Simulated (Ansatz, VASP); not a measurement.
# Two plane-wave programs on Ni

File INCAR:

```
  PREC = Accurate
  ENCUT = 520
  EDIFF = 1E-6
  ISMEAR = -1
  SIGMA = 0.1
  LREAL = F
  LASPH = T
  NELM = 60
  ALGO = Normal
  ISIF = 2
  LWAVE = F
  LCHARG = F
  GGA = PS
  NBANDS = 17
```

Contents of KPOINTS:

```
Automatic mesh
0
Gamma
  12 12 12
```

POSCAR

```
Ni
1.0
    0.0000000000      2.4329456608      2.4329456608
    2.4329456608      0.0000000000      2.4329456608
    2.4329456608      2.4329456608      0.0000000000
Ni
2
Direct
    0.1250000000      0.1250000000      0.1250000000
    0.8750000000      0.8750000000      0.8750000000
```

Input for Ansatz:

```yaml
crystal:
  lattice:
    - [0.0, 2.4329456608, 2.4329456608]
    - [2.4329456608, 0.0, 2.4329456608]
    - [2.4329456608, 2.4329456608, 0.0]
  atoms:
    - { symbol: Ni, position: [0.125, 0.125, 0.125] }
    - { symbol: Ni, position: [0.875, 0.875, 0.875] }
hamiltonian:
  xc: pbesol
  pseudopotentials:
    kind: paw
    azcp:
      Ni: "pseudopotentials/Ni.paw.azcp"
basis:
  ecutwfc: 420
  fft_grid_basis: typed
kpoints:
  mp_grid: { grid: [12, 12, 12], shift: [0, 0, 0] }
magnetization:
  spin_polarized: false
scf:
  occupations: { method: fermi_dirac, width: 0.1 }
  lower_state_search: "off"
output:
  stress: true
```

Alike in both runs: task single point; functional PBEsol; k mesh 12 × 12 × 12; occupations fermi-dirac, width 0.1 eV; no spin polarisation.

```csv
,VASP,Ansatz
version,VASP 6.6.1,Ansatz 0.2.0
potentials or method,"VASP PAW PBE potentials, release 64 (Ni), cutoff 520 eV","plane waves (420 eV) with PAW, scalar-relativistic"
valence electrons in the cell,20,36
```

|  | VASP | Ansatz | Ansatz less VASP |
| --- | --- | --- | --- |
| pressure (GPa) | 10.5 | 10.9 | +0.43 |

VASP's potentials were made for PBE, not for PBEsol, and Ansatz warns of the same on its side. VASP's potentials hold 20 valence electrons a cell and Ansatz's 36, so a difference there can come from the potentials and not from the codes.
